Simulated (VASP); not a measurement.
# TlPO2 (P-4m2) in VASP: a series of runs

TlPO2 is run at these levels: PBE; tasks: single point, relaxation of cell and atoms.

Everything below comes from runs of VASP 6.6.1. Logs are shortened: lines on timing, memory, paths and dates and some standing lists are left out, and cuts for length are marked.

## (1) The cell of the first run

Symmetry: P-4m2, No. 115, tetragonal system. Conventional cell: a = 3.245 Å, b = 3.245 Å, c = 6.760 Å, α = 90.00°, β = 90.00°, γ = 90.00°. Tl (site symmetry -4m2) has 4 O at 3.12 Å and 4 Tl at 3.25 Å and 8 P at 4.09 Å within 4.1 Å. Within 2.4 Å of P (site symmetry -4m2) lie 4 O at 1.77 Å. Within 2.4 Å of O (site symmetry 2mm) lie 2 P at 1.77 Å.

## (2) Single point, PBE

The input, INCAR:

```
ALGO = Normal
EDIFF = 1E-6
ENCUT = 520
GGA = PE
ISIF = 2
ISMEAR = 0
LASPH = T
LCHARG = F
LREAL = F
LWAVE = F
NBANDS = 23
NELM = 80
PREC = Accurate
SIGMA = 0.1
```

The input, KPOINTS:

```
k-points
0
Gamma
  6 6 4
```

The input, POSCAR:

```
TlPO2
1.0
    3.2450543510      0.0000000000      0.0000000000
    0.0000000000      3.2450543510      0.0000000000
    0.0000000000      0.0000000000      6.7595643845
Tl P O
1 1 2
Direct
    0.5000000000      0.5000000000      0.5000000000
    0.0000000000      0.0000000000      0.0000000000
    0.5000000000      0.0000000000      0.8941987811
    0.0000000000      0.5000000000      0.1058012189
```

Potentials or basis: VASP PAW PBE potentials, release 64 (Tl_d, P, O).

Run with:

```console
$ cat potpaw_PBE.64/Tl_d/POTCAR potpaw_PBE.64/P/POTCAR potpaw_PBE.64/O/POTCAR > POTCAR
$ mpirun -np 1 vasp_std > vasp.out
```

OUTCAR:

```text
EDIFF = 1E-6
   ENCUT = 520
   GGA = PE
   ISIF = 2
   ISMEAR = 0
   LASPH = T
   LREAL = F
   NELM = 80
   PREC = Accurate

 ion  position               nearest neighbor table
   1  0.500  0.500  0.500-
   2  0.000  0.000  0.000-   3 1.77   4 1.77   4 1.77   3 1.77
   3  0.500  0.000  0.894-   2 1.77   2 1.77
   4  0.000  0.500  0.106-   2 1.77   2 1.77

  LATTYP: Found a simple tetragonal cell.
 ALAT       =     3.2450543510
 C/A-ratio  =     2.0830357995

  Lattice vectors:

 A1 = (   3.2450543510,   0.0000000000,   0.0000000000)
 A2 = (   0.0000000000,   3.2450543510,   0.0000000000)
 A3 = (   0.0000000000,   0.0000000000,   6.7595643845)

Analysis of symmetry for initial positions (statically):
=====================================================================
 Subroutine PRICEL returns:
 Original cell was already a primitive cell.

 Routine SETGRP: Setting up the symmetry group for a
 simple tetragonal supercell.

 Subroutine GETGRP returns: Found  8 space group operations
 (whereof  8 operations were pure point group operations)
 out of a pool of 16 trial point group operations.

The static configuration has the point symmetry D_2d.

Analysis of symmetry for dynamics (positions and initial velocities):
=====================================================================
 Subroutine PRICEL returns:
 Original cell was already a primitive cell.

 Routine SETGRP: Setting up the symmetry group for a
 simple tetragonal supercell.

 Subroutine GETGRP returns: Found  8 space group operations
 (whereof  8 operations were pure point group operations)
 out of a pool of 16 trial point group operations.

The dynamic configuration has the point symmetry D_2d.

 Subroutine INISYM returns: Found  8 space group operations
 (whereof  8 operations are pure point group operations),
 and found     1 'primitive' translations

----------------------------------------------------------------------------------------

                                     Primitive cell

  volume of cell :      71.1808

  direct lattice vectors                    reciprocal lattice vectors
     3.245054351  0.000000000  0.000000000     0.308161248  0.000000000  0.000000000
     0.000000000  3.245054351  0.000000000     0.000000000  0.308161248  0.000000000
     0.000000000  0.000000000  6.759564384     0.000000000  0.000000000  0.147938527

  length of vectors
     3.245054351  3.245054351  6.759564384     0.308161248  0.308161248  0.147938527

  position of ions in fractional coordinates (direct lattice)
     0.500000000  0.500000000  0.500000000
     0.000000000  0.000000000  0.000000000
     0.500000000  0.000000000  0.894198781
     0.000000000  0.500000000  0.105801219

  ion indices of the primitive-cell ions
   primitive index   ion index
                 1           1
                 2           2
                 3           3
                 4           4

----------------------------------------------------------------------------------------

 KPOINTS: k-points

Automatic generation of k-mesh.
 Grid dimensions read from file:
 generate k-points for:    6    6    4

 Generating k-lattice:

  Cartesian coordinates                     Fractional coordinates (reciprocal lattice)
     0.051360208  0.000000000  0.000000000     0.166666667  0.000000000  0.000000000
     0.000000000  0.051360208  0.000000000     0.000000000  0.166666667  0.000000000
     0.000000000  0.000000000  0.036984632     0.000000000  0.000000000  0.250000000

  Length of vectors
     0.051360208  0.051360208  0.036984632

  Shift w.r.t. Gamma in fractional coordinates (k-lattice)
     0.000000000  0.000000000  0.000000000

 Subroutine IBZKPT returns following result:
 ===========================================

 Found     30 irreducible k-points:

 Following reciprocal coordinates:
            Coordinates               Weight
  0.000000  0.000000  0.000000      1.000000
  0.166667  0.000000  0.000000      4.000000
  0.333333  0.000000  0.000000      4.000000
  0.500000  0.000000  0.000000      2.000000
  0.166667  0.166667  0.000000      4.000000
  0.333333  0.166667  0.000000      8.000000
[... 16 lines left out ...]
  0.333333  0.000000  0.500000      4.000000
  0.500000  0.000000  0.500000      2.000000
 [... further k-points ...]
   k-points           NKPTS =     30   k-points in BZ     NKDIM =     30   number of bands    NBANDS=     23
   number of dos      NEDOS =    301   number of ions     NIONS =      4
   total plane-waves  NPLWV =  28800
   dimension x,y,z NGX =    24 NGY =   24 NGZ =   50
   dimension x,y,z NGXF=    48 NGYF=   48 NGZF=  100
   ions per type =               1   1   2
   NGX,Y,Z   is equivalent  to a cutoff of  12.30, 12.30, 12.30 a.u.
   NGXF,Y,Z  is equivalent  to a cutoff of  24.59, 24.59, 24.59 a.u.
 SYSTEM =  unknown system
   PREC   = accura    normal or accurate (medium, high low for compatibility)
   ISTART =      0    job   : 0-new  1-cont  2-samecut
   ICHARG =      2    charge: 1-file 2-atom 10-const
   ISPIN  =      1    spin polarized calculation?
   LNONCOLLINEAR =      F non collinear calculations
   LSORBIT =      F    spin-orbit coupling
   LASPH  =      T    aspherical Exc in radial PAW
   ENCUT  =  520.0 eV  38.22 Ry    6.18 a.u.   6.03  6.03 12.57*2*pi/ulx,y,z
   NELM   =     80;   NELMIN=  2; NELMDL= -5     # of ELM steps
   EDIFF  = 0.1E-05   stopping-criterion for ELM
   LREAL  =      F    real-space projection
   EDIFFG = 0.1E-04   stopping-criterion for IOM
   NSW    =      0    number of steps for IOM
   IBRION =     -1    ionic relax: 0-MD 1-quasi-New 2-CG
   NFREE  =      0    steps in history (QN), initial steepest desc. (CG)
   ISIF   =      2    stress and relaxation
   ISYM   =      2    0-nonsym 1-usesym 2-fastsym
   POTIM  = 0.5000    time-step for ionic-motion
   TEBEG  =    0.0;   TEEND  =   0.0 temperature during run
   PSTRESS=    0.0 pullay stress
   NELECT =      30.0000    total number of electrons
   NUPDOWN=      -1.0000    fix difference up-down
   EMIN   =  10.00;   EMAX   =-10.00  energy-range for DOS
   EFERMI =   0.00;   METHOD = LEGACY
   ISMEAR =     0;   SIGMA  =   0.10  broadening in eV -4-tet -1-fermi 0-gaus
   EFERMI_NEDOS =   21; number of points for ismear=-14 and -15
   IALGO  =     38    algorithm
   IMIX   =      4    mixing-type and parameters
     AMIX     =   0.40;   BMIX     =  1.00
     AMIX_MAG =   1.60;   BMIX_MAG =  1.00
  volume/ion in A,a.u.               =      17.80       120.09
  Fermi-wavevector in a.u.,A,eV,Ry     =   1.227423  2.319494 20.498101  1.506568
  Thomas-Fermi vector in A             =   2.362387
   LORBIT       =      0    0 simple, 1 ext, 2 COOP (PROOUT), +10 PAW based schemes
   GGA     = PE    functional components
   LHFCALC =     F    Hartree Fock is set to
   AEXX    =    0.0000 exact exchange contribution
   IVDW    =     0    specifies the selected vdW correction
   LEPSILON=     F    determine dielectric tensor
   LRPA    =     F    only Hartree local field effects (RPA)
 non-spin polarized calculation
 Gauss-broadening in eV      SIGMA  =   0.10
  energy-cutoff  :      520.00
  volume of cell :       71.18
 maximum number of plane-waves:      1952
   NGX = 13   NGY = 13   NGZ = 25

 number of electron      29.9999991 magnetization

 Free energy of the ion-electron system (eV)
  ---------------------------------------------------
  ext. energy  EPLUGINS =         0.00000000
  ---------------------------------------------------
  free energy    TOTEN  =       -20.78090451 eV

  energy without entropy =      -20.77722569  energy(sigma->0) =      -20.77906510

 E-fermi :   5.0261     XC(G=0):  -9.5504

 val. band max:        4.9585445290   @ k =   0.5000   0.3333   0.5000
 cond. band min:       5.0610445030   @ k =   0.5000   0.1667   0.5000
 fundamental gap:      0.1024999740
 Fermi energy:         5.0261431530

 k-point     1 :       0.0000    0.0000    0.0000
  band No.  band energies     occupation
      1     -17.0153      2.00000
      2     -14.4848      2.00000
      3      -7.2578      2.00000
      4      -6.9687      2.00000
      5      -6.5287      2.00000
      6      -6.5287      2.00000
[... 15 lines left out ...]
     22      12.6969      0.00000
     23      15.3596      0.00000

 k-point     2 :       0.1667    0.0000    0.0000
  band No.  band energies     occupation
      1     -16.8233      2.00000
      2     -14.5761      2.00000
      3      -7.1675      2.00000
      4      -6.8627      2.00000
      5      -6.6162      2.00000
      6      -6.5217      2.00000
[... 15 lines left out ...]
     22      13.3549      0.00000
     23      15.5940      0.00000

 k-point     3 :       0.3333    0.0000    0.0000
  band No.  band energies     occupation
      1     -16.3133      2.00000
      2     -14.8898      2.00000
      3      -7.0842      2.00000
      4      -6.8149      2.00000
      5      -6.5808      2.00000
      6      -6.5749      2.00000
[... 15 lines left out ...]
     22      14.4037      0.00000
     23      14.7524      0.00000

 k-point     4 :       0.5000    0.0000    0.0000
  band No.  band energies     occupation
      1     -15.8434      2.00000
      2     -15.2651      2.00000
      3      -7.0591      2.00000
      4      -6.9647      2.00000
      5      -6.6405      2.00000
      6      -6.5005      2.00000
[... 15 lines left out ...]
     22      15.3503      0.00000
     23      15.4314      0.00000

 k-point     5 :       0.1667    0.1667    0.0000
  band No.  band energies     occupation
      1     -16.6367      2.00000
      2     -14.6422      2.00000
      3      -7.0163      2.00000
      4      -6.8185      2.00000
      5      -6.6122      2.00000
      6      -6.6013      2.00000
[... 434 lines left out ...]
 k-point    22 :       0.1667    0.0000    0.5000
  band No.  band energies     occupation
      1     -16.8213      2.00000
      2     -14.5799      2.00000
      3      -7.1694      2.00000
      4      -6.8626      2.00000
      5      -6.6124      2.00000
      6      -6.5226      2.00000
[... 15 lines left out ...]
     22      14.5497      0.00000
     23      14.9534      0.00000

 k-point    23 :       0.3333    0.0000    0.5000
  band No.  band energies     occupation
      1     -16.3120      2.00000
      2     -14.8912      2.00000
      3      -7.0847      2.00000
      4      -6.7696      2.00000
      5      -6.5807      2.00000
      6      -6.5790      2.00000
[... 15 lines left out ...]
     22      14.3708      0.00000
     23      15.0756      0.00000

 k-point    24 :       0.5000    0.0000    0.5000
  band No.  band energies     occupation
      1     -15.8435      2.00000
      2     -15.2645      2.00000
      3      -7.0588      2.00000
      4      -6.8448      2.00000
      5      -6.6404      2.00000
      6      -6.5749      2.00000
[... 15 lines left out ...]
     22      14.4482      0.00000
     23      15.1277      0.00000

 [... further k-points ...]
[... 5 lines left out ...]
  --------------------------------------------------------------------------------------
  -------------------------------------------------------------------------------------
  Total       -0.1223215     -0.1223215     -0.0058195      0.0000000     -0.0000000     -0.0000000
  in kB       -2.7532825     -2.7532825     -0.1309885      0.0000000     -0.0000000     -0.0000000
  external PRESSURE =      -1.8791845 kB  Pullay stress =       0.0000000 kB

 VOLUME and BASIS-vectors are now :
 -----------------------------------------------------------------------------
  energy-cutoff  :      520.00
  volume of cell :       71.18
      direct lattice vectors                 reciprocal lattice vectors
     3.245054351  0.000000000  0.000000000     0.308161248  0.000000000  0.000000000
     0.000000000  3.245054351  0.000000000     0.000000000  0.308161248  0.000000000
     0.000000000  0.000000000  6.759564384     0.000000000  0.000000000  0.147938527

 POSITION                                       TOTAL-FORCE (eV/Angst)
 -----------------------------------------------------------------------------------
      1.62253      1.62253      3.37978         0.000000      0.000000      0.000000
      0.00000      0.00000      0.00000        -0.000000     -0.000000      0.000000
      1.62253      0.00000      6.04439        -0.000000     -0.000000      0.015619
      0.00000      1.62253      0.71517         0.000000     -0.000000     -0.015619
 -----------------------------------------------------------------------------------
    total drift:                                0.000000      0.000000      0.000000

  FREE ENERGIE OF THE ION-ELECTRON SYSTEM (eV)
  ---------------------------------------------------
  free  energy   TOTEN  =       -20.7809045070 eV

  energy  without entropy=      -20.7772256923  energy(sigma->0) =      -20.77906510
```

It took 14 s on 1 thread of Intel Xeon 6975P-C (Granite Rapids), shared host; peak memory 0.2 GiB.

What came out:

* Free energy: -20.7809 eV
* Pressure: -0.2 GPa
* Largest force: 0.016 eV/Å
* Band gap on the k mesh: zero (band 15 reaches 6.82 eV, above the bottom of band 16 at 3.65 eV)

Forces in eV/Å, atoms in the order of the input:
```
Tl   0.000  0.000  0.000
P    0.000  0.000  0.000
O    0.000  0.000  0.016
O    0.000  0.000 -0.016
```

Levels at points of the mesh, in eV from the Fermi level:
| k point | band 11 | band 12 | band 13 | band 14 | band 15 | band 16 | band 17 | band 18 | band 19 | band 20 |
| --- | --- | --- | --- | --- | --- | --- | --- | --- | --- | --- |
| (0.00, 0.00, 0.00) | -6.49 | -5.85 | -3.48 | -3.48 | -1.95 | 0.85 | 1.78 | 7.17 | 7.33 | 7.33 |
| (0.50, 0.00, 0.00) | -5.66 | -4.73 | -3.64 | -3.00 | -1.62 | -1.38 | 3.11 | 3.99 | 5.58 | 6.19 |
| (0.50, 0.50, 0.00) | -5.42 | -5.42 | -3.18 | -2.55 | 0.43 | 0.43 | 3.76 | 4.33 | 4.52 | 4.52 |
| (0.00, 0.00, 0.50) | -6.92 | -4.87 | -3.49 | -3.49 | -2.82 | 0.95 | 1.60 | 7.11 | 7.11 | 7.96 |
| (0.50, 0.00, 0.50) | -4.83 | -4.69 | -3.65 | -3.64 | -2.00 | -0.85 | 2.99 | 3.63 | 5.58 | 6.98 |
| (0.50, 0.50, 0.50) | -5.47 | -5.47 | -3.64 | -2.04 | 0.78 | 0.78 | 3.57 | 3.92 | 3.92 | 4.33 |

Caveat: spin-orbit coupling is left out, which moves the levels of the heavy elements.

[end of part 1 of 2]
